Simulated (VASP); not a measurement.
Wanted: the native input for a VASP 6.6.1 run.

- Task: dielectric tensor
- Functional: PBE
- Potentials or basis: VASP PAW PBE potentials, release 64 (Mg, O)
- Cutoff: 520 eV
- k mesh: 8 × 8 × 8
- Occupations: gaussian, width 0.01 eV
- Spin: no spin polarisation
- Dipole correction: no
- Further INCAR settings: ALGO = Normal; EDIFF = 1e-08

The structure of MgO lies in POSCAR:

```
MgO
1.0
    0.0000000000      2.2820056617      2.2820056617
    2.2820056617      0.0000000000      2.2820056617
    2.2820056617      2.2820056617      0.0000000000
Mg O
1 1
Direct
    0.0000000000      0.0000000000      0.0000000000
    0.2500000000      0.2500000000      0.2500000000
```

The input as run:

INCAR

```
SYSTEM = MgO
PREC     = Accurate       ! precision mode
ENCUT    = 520            ! plane-wave cutoff, eV
EDIFF    = 1E-8           ! SCF threshold, eV
ISMEAR   = 0              ! smearing method
SIGMA    = 0.01           ! smearing width, eV
LREAL    = .False.        ! projectors in reciprocal space
LASPH    = .True.         ! aspherical terms in the spheres
NELM     = 80             ! most SCF steps
ALGO     = Normal         ! electronic algorithm
ISIF     = 2              ! what is computed and relaxed
LWAVE    = .False.        ! write WAVECAR
LCHARG   = .False.        ! write CHGCAR
GGA      = PE             ! functional
LEPSILON = .True.         ! dielectric tensor by DFPT
```

KPOINTS

```
Automatic mesh
0
Gamma
  8 8 8
  0 0 0
```

Potentials or basis: VASP PAW PBE potentials, release 64 (Mg, O).

Command:

```sh
$ cat potpaw_PBE.64/Mg/POTCAR potpaw_PBE.64/O/POTCAR > POTCAR
$ mpirun -np 1 vasp_std > vasp.out
```

It gave:

```yaml
Band_gap_on_the_k_mesh: 3.64 eV, direct
Electronic_dielectric_tensor_diagonal: 3.01
Born_charges_mean_of_the_diagonal: Mg +1.82; O -1.82 e
```

Wall time 44 s on 1 thread of Intel(R) Xeon(R) Platinum 8375C CPU @ 2.90GHz (Ice Lake) (shared host), peak memory 0.18 GiB.
